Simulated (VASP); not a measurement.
# BN (F-43m) in VASP: further runs

BN is run at these levels: PBE; tasks: single point.

Program: VASP 6.6.1. These are calculated values, not measurements. Logs are shortened: lines on timing, memory, paths and dates and some standing lists are left out, and cuts for length are marked.

## (1) The cell of the first run

The structure is cubic, space group F-43m (No. 216). Conventional cell: a = 3.490 Å, b = 3.490 Å, c = 3.490 Å, α = 90.00°, β = 90.00°, γ = 90.00°. B (site symmetry -43m) has 4 N at 1.51 Å within 2.0 Å. Within 2.0 Å of N (site symmetry -43m) lie 4 B at 1.51 Å.

## (2) Single point, PBE

The input, INCAR:

```
SYSTEM = BN
PREC = Accurate ; ENCUT = 600
EDIFF = 1E-6 ; ISMEAR = 0
SIGMA = 0.1 ; LREAL = .False.
LASPH = .True. ; NELM = 120
ALGO = Normal ; ISIF = 2
LWAVE = .False. ; LCHARG = .False.
GGA = PE ; NBANDS = 11
GGA_COMPAT = .False.
```

The input, KPOINTS:

```
Automatic mesh
0
Gamma
  10 10 10
  0 0 0
```

The input, POSCAR:

```
BN
1.0
    0.0000000000      1.7450556645      1.7450556645
    1.7450556645      0.0000000000      1.7450556645
    1.7450556645      1.7450556645      0.0000000000
B N
1 1
Direct
    0.0000000000      0.0000000000      0.0000000000
    0.2500000000      0.2500000000      0.2500000000
```

Potentials or basis: VASP PAW PBE potentials, release 64 (B, N).

Launch:

```sh
> cat potpaw_PBE.64/B/POTCAR potpaw_PBE.64/N/POTCAR > POTCAR
> mpirun -np 1 vasp_std > vasp.out
```

OUTCAR:

```text
SYSTEM = BN
   PREC = Accurate
   ENCUT = 600
   EDIFF = 1E-6
   ISMEAR = 0
   LREAL = .False.
   LASPH = .True.
   NELM = 120
   ISIF = 2
   GGA = PE

 ion  position               nearest neighbor table
   1  0.000  0.000  0.000-   2 1.51   2 1.51   2 1.51   2 1.51
   2  0.250  0.250  0.250-   1 1.51   1 1.51   1 1.51   1 1.51

  LATTYP: Found a face centered cubic cell.
 ALAT       =     3.4901113290

  Lattice vectors:

 A1 = (   0.0000000000,   1.7450556645,   1.7450556645)
 A2 = (   1.7450556645,   0.0000000000,   1.7450556645)
 A3 = (   1.7450556645,   1.7450556645,   0.0000000000)

Analysis of symmetry for initial positions (statically):
=====================================================================
 Subroutine PRICEL returns:
 Original cell was already a primitive cell.

 Routine SETGRP: Setting up the symmetry group for a
 face centered cubic supercell.

 Subroutine GETGRP returns: Found 24 space group operations
 (whereof 24 operations were pure point group operations)
 out of a pool of 48 trial point group operations.

The static configuration has the point symmetry T_d .

Analysis of symmetry for dynamics (positions and initial velocities):
=====================================================================
 Subroutine PRICEL returns:
 Original cell was already a primitive cell.

 Routine SETGRP: Setting up the symmetry group for a
 face centered cubic supercell.

 Subroutine GETGRP returns: Found 24 space group operations
 (whereof 24 operations were pure point group operations)
 out of a pool of 48 trial point group operations.

The dynamic configuration has the point symmetry T_d .

 Subroutine INISYM returns: Found 24 space group operations
 (whereof 24 operations are pure point group operations),
 and found     1 'primitive' translations

----------------------------------------------------------------------------------------

                                     Primitive cell

  volume of cell :      10.6282

  direct lattice vectors                    reciprocal lattice vectors
     0.000000000  1.745055664  1.745055664    -0.286523811  0.286523811  0.286523811
     1.745055664  0.000000000  1.745055664     0.286523811 -0.286523811  0.286523811
     1.745055664  1.745055664  0.000000000     0.286523811  0.286523811 -0.286523811

  length of vectors
     2.467881388  2.467881388  2.467881388     0.496273799  0.496273799  0.496273799

  position of ions in fractional coordinates (direct lattice)
     0.000000000  0.000000000  0.000000000
     0.250000000  0.250000000  0.250000000

  ion indices of the primitive-cell ions
   primitive index   ion index
                 1           1
                 2           2

----------------------------------------------------------------------------------------

 KPOINTS: Automatic mesh

Automatic generation of k-mesh.
 Grid dimensions read from file:
 generate k-points for:   10   10   10

 Generating k-lattice:

  Cartesian coordinates                     Fractional coordinates (reciprocal lattice)
    -0.028652381  0.028652381  0.028652381     0.100000000  0.000000000  0.000000000
     0.028652381 -0.028652381  0.028652381     0.000000000  0.100000000  0.000000000
     0.028652381  0.028652381 -0.028652381     0.000000000  0.000000000  0.100000000

  Length of vectors
     0.049627380  0.049627380  0.049627380

  Shift w.r.t. Gamma in fractional coordinates (k-lattice)
     0.000000000  0.000000000  0.000000000

 Subroutine IBZKPT returns following result:
 ===========================================

 Found     47 irreducible k-points:

 Following reciprocal coordinates:
            Coordinates               Weight
  0.000000  0.000000  0.000000      1.000000
  0.100000  0.000000  0.000000      8.000000
  0.200000  0.000000  0.000000      8.000000
  0.300000  0.000000  0.000000      8.000000
  0.400000  0.000000  0.000000      8.000000
  0.500000  0.000000  0.000000      4.000000
[... 16 lines left out ...]
  0.300000  0.300000  0.000000      6.000000
  0.400000  0.300000  0.000000     24.000000
 [... further k-points ...]
   k-points           NKPTS =     47   k-points in BZ     NKDIM =     47   number of bands    NBANDS=     11
   number of dos      NEDOS =    301   number of ions     NIONS =      2
   total plane-waves  NPLWV =   8000
   dimension x,y,z NGX =    20 NGY =   20 NGZ =   20
   dimension x,y,z NGXF=    40 NGYF=   40 NGZF=   40
   ions per type =               1   1
   NGX,Y,Z   is equivalent  to a cutoff of  13.47, 13.47, 13.47 a.u.
   NGXF,Y,Z  is equivalent  to a cutoff of  26.95, 26.95, 26.95 a.u.
 SYSTEM =  BN
   PREC   = accura    normal or accurate (medium, high low for compatibility)
   ISTART =      0    job   : 0-new  1-cont  2-samecut
   ICHARG =      2    charge: 1-file 2-atom 10-const
   ISPIN  =      1    spin polarized calculation?
   LNONCOLLINEAR =      F non collinear calculations
   LSORBIT =      F    spin-orbit coupling
   LASPH  =      T    aspherical Exc in radial PAW
   ENCUT  =  600.0 eV  44.10 Ry    6.64 a.u.   4.93  4.93  4.93*2*pi/ulx,y,z
   NELM   =    120;   NELMIN=  2; NELMDL= -5     # of ELM steps
   EDIFF  = 0.1E-05   stopping-criterion for ELM
   LREAL  =      F    real-space projection
   EDIFFG = 0.1E-04   stopping-criterion for IOM
   NSW    =      0    number of steps for IOM
   IBRION =     -1    ionic relax: 0-MD 1-quasi-New 2-CG
   NFREE  =      0    steps in history (QN), initial steepest desc. (CG)
   ISIF   =      2    stress and relaxation
   ISYM   =      2    0-nonsym 1-usesym 2-fastsym
   POTIM  = 0.5000    time-step for ionic-motion
   TEBEG  =    0.0;   TEEND  =   0.0 temperature during run
   PSTRESS=    0.0 pullay stress
   NELECT =       8.0000    total number of electrons
   NUPDOWN=      -1.0000    fix difference up-down
   EMIN   =  10.00;   EMAX   =-10.00  energy-range for DOS
   EFERMI =   0.00;   METHOD = LEGACY
   ISMEAR =     0;   SIGMA  =   0.10  broadening in eV -4-tet -1-fermi 0-gaus
   EFERMI_NEDOS =   21; number of points for ismear=-14 and -15
   IALGO  =     38    algorithm
   IMIX   =      4    mixing-type and parameters
     AMIX     =   0.40;   BMIX     =  1.00
     AMIX_MAG =   1.60;   BMIX_MAG =  1.00
  volume/ion in A,a.u.               =       5.31        35.86
  Fermi-wavevector in a.u.,A,eV,Ry     =   1.489197  2.814175 30.173753  2.217708
  Thomas-Fermi vector in A             =   2.602136
   LORBIT       =      0    0 simple, 1 ext, 2 COOP (PROOUT), +10 PAW based schemes
   GGA     = PE    functional components
   LHFCALC =     F    Hartree Fock is set to
   AEXX    =    0.0000 exact exchange contribution
   IVDW    =     0    specifies the selected vdW correction
   LEPSILON=     F    determine dielectric tensor
   LRPA    =     F    only Hartree local field effects (RPA)
 non-spin polarized calculation
 Gauss-broadening in eV      SIGMA  =   0.10
  energy-cutoff  :      600.00
  volume of cell :       10.63
 maximum number of plane-waves:       368
   NGX =  9   NGY =  9   NGZ =  9

 number of electron       8.0000001 magnetization

 Free energy of the ion-electron system (eV)
  ---------------------------------------------------
  ext. energy  EPLUGINS =         0.00000000
  ---------------------------------------------------
  free energy    TOTEN  =       -17.25983902 eV

  energy without entropy =      -17.25983902  energy(sigma->0) =      -17.25983902

 E-fermi :   9.1739     XC(G=0): -13.3507

 val. band max:        8.7591481421   @ k =   0.0000   0.0000   0.0000
 cond. band min:      13.3227219537   @ k =   0.5000   0.5000   0.0000
 fundamental gap:      4.5635738116
 Fermi energy:         9.1738543517

 k-point     1 :       0.0000    0.0000    0.0000
  band No.  band energies     occupation
      1     -12.7227      2.00000
      2       8.7591      2.00000
      3       8.7591      2.00000
      4       8.7591      2.00000
      5      18.0825      0.00000
      6      18.0825      0.00000
      7      18.0825      0.00000
      8      20.8795      0.00000
      9      35.5499      0.00000
     10      37.8476      0.00000
     11      37.8476      0.00000

 k-point     2 :       0.1000    0.0000    0.0000
  band No.  band energies     occupation
      1     -12.4585      2.00000
      2       7.3925      2.00000
      3       8.4737      2.00000
      4       8.4737      2.00000
      5      18.5141      0.00000
      6      18.5141      0.00000
      7      18.5425      0.00000
      8      21.5815      0.00000
      9      34.8643      0.00000
     10      35.0186      0.00000
     11      35.0186      0.00000

 k-point     3 :       0.2000    0.0000    0.0000
  band No.  band energies     occupation
      1     -11.6787      2.00000
      2       4.4610      2.00000
      3       7.8375      2.00000
      4       7.8375      2.00000
      5      19.2176      0.00000
      6      19.3909      0.00000
      7      19.3909      0.00000
      8      23.0947      0.00000
      9      33.4435      0.00000
     10      33.4435      0.00000
     11      33.8610      0.00000

 k-point     4 :       0.3000    0.0000    0.0000
  band No.  band energies     occupation
      1     -10.4348      2.00000
      2       1.2506      2.00000
      3       7.1994      2.00000
      4       7.1994      2.00000
      5      19.7906      0.00000
      6      19.9734      0.00000
      7      19.9734      0.00000
      8      24.3048      0.00000
      9      33.4655      0.00000
     10      33.8092      0.00000
     11      33.8092      0.00000
[... 239 lines left out ...]
 k-point    22 :      -0.2000    0.2000    0.0000
  band No.  band energies     occupation
      1     -10.0238      2.00000
      2       2.1323      2.00000
      3       4.0580      2.00000
      4       7.3221      2.00000
      5      20.0811      0.00000
      6      20.4552      0.00000
      7      21.2829      0.00000
      8      23.9830      0.00000
      9      30.8710      0.00000
     10      32.4707      0.00000
     11      37.8047      0.00000

 k-point    23 :       0.3000    0.3000    0.0000
  band No.  band energies     occupation
      1      -9.6905      2.00000
      2       3.2915      2.00000
      3       4.6733      2.00000
      4       4.6733      2.00000
      5      15.2314      0.00000
      6      20.2469      0.00000
      7      24.7207      0.00000
      8      24.7207      0.00000
      9      29.1441      0.00000
     10      38.5088      0.00000
     11      42.2449      0.00000

 k-point    24 :       0.4000    0.3000    0.0000
  band No.  band energies     occupation
      1      -8.5677      2.00000
      2       1.5481      2.00000
      3       3.7680      2.00000
      4       4.2240      2.00000
      5      15.1537      0.00000
      6      20.0593      0.00000
      7      25.6540      0.00000
      8      25.6661      0.00000
      9      30.1701      0.00000
     10      38.1553      0.00000
     11      42.3388      0.00000

 [... further k-points ...]

------------------------ aborting loop because EDIFF is reached ----------------------------------------

  FORCE on cell =-STRESS in cart. coord.  units (eV):
  Direction    XX          YY          ZZ          XY          YZ          ZX
  --------------------------------------------------------------------------------------
  -------------------------------------------------------------------------------------
  Total        3.4633910      3.4633910      3.4633910      0.0000000      0.0000000      0.0000000
  in kB      522.1006725    522.1006725    522.1006725      0.0000000      0.0000000      0.0000000
  external PRESSURE =     522.1006725 kB  Pullay stress =       0.0000000 kB

 VOLUME and BASIS-vectors are now :
 -----------------------------------------------------------------------------
  energy-cutoff  :      600.00
  volume of cell :       10.63
      direct lattice vectors                 reciprocal lattice vectors
     0.000000000  1.745055664  1.745055664    -0.286523811  0.286523811  0.286523811
     1.745055664  0.000000000  1.745055664     0.286523811 -0.286523811  0.286523811
     1.745055664  1.745055664  0.000000000     0.286523811  0.286523811 -0.286523811

 POSITION                                       TOTAL-FORCE (eV/Angst)
 -----------------------------------------------------------------------------------
      0.00000      0.00000      0.00000         0.000000     -0.000000      0.000000
      0.87253      0.87253      0.87253        -0.000000      0.000000     -0.000000
 -----------------------------------------------------------------------------------
    total drift:                                0.000000      0.000000      0.000000

  FREE ENERGIE OF THE ION-ELECTRON SYSTEM (eV)
  ---------------------------------------------------
  free  energy   TOTEN  =       -17.2598390246 eV

  energy  without entropy=      -17.2598390246  energy(sigma->0) =      -17.25983902
```

Wall time 2.8 s (1 thread of Intel Xeon 6975P-C (Granite Rapids), shared host); peak memory 0.12 GiB.

What came out:

| Quantity | Value |
| --- | --- |
| Free energy | -17.2598 eV |
| Pressure | 52.2 GPa |
| Band gap on the k mesh | 4.56 eV (least direct gap 9.32 eV) |

Levels at points of the mesh, in eV from the valence-band top:
| k point | band 1 | band 2 | band 3 | band 4 | band 5 | band 6 | band 7 | band 8 | band 9 |
| --- | --- | --- | --- | --- | --- | --- | --- | --- | --- |
| (0.00, 0.00, 0.00) | -21.48 | 0.00 | 0.00 | 0.00 | 9.32 | 9.32 | 9.32 | 12.12 | 26.79 |
| (0.50, 0.00, 0.00) | -16.75 | -11.70 | -2.15 | -2.15 | 11.29 | 11.29 | 11.57 | 16.34 | 25.05 |
| (0.50, 0.50, 0.00) | -15.23 | -9.64 | -5.45 | -5.45 | 4.56 | 9.82 | 19.60 | 19.60 | 22.68 |

Caveat: the cell stands under pressure.

(Continued in part 2 of 2.)
